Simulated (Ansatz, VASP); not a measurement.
# Two plane-wave programs on MgO

```
CELL_PARAMETERS angstrom
0.00000 2.27499 2.27499
2.27499 0.00000 2.27499
2.27499 2.27499 0.00000
ATOMIC_POSITIONS crystal
Mg 0.50000 0.50000 0.50000
O 0.75000 0.75000 0.75000
```

Alike in both runs: task single point; functional PBEsol; k mesh 10 × 10 × 10; occupations fermi-dirac, width 0.05 eV; no spin polarisation.

|  | VASP | Ansatz |
| --- | --- | --- |
| version | VASP 6.6.1 | Ansatz 0.2.0 |
| potentials or method | VASP PAW PBE potentials, release 64 (Mg, O) | Ansatz PAW |
| plane-wave cutoff (eV) | 520 | 420 |
| valence electrons in the cell | 8 | 16 |

|  | VASP | Ansatz | Ansatz less VASP |
| --- | --- | --- | --- |
| gap on the k mesh at the Fermi level (eV) | 3.58 | 3.58 | -0.003 |
| least direct gap on the mesh (eV) | 3.58 | 3.58 | -0.003 |
| pressure (GPa) | 1.8 | 2.0 | +0.24 |

VASP's potentials were made for PBE, not for PBEsol. The functional is the same, so the differences come from potentials, cutoffs and numerics. VASP's potentials hold 8 valence electrons a cell and Ansatz's 16, so a difference there can come from the potentials and not from the codes.
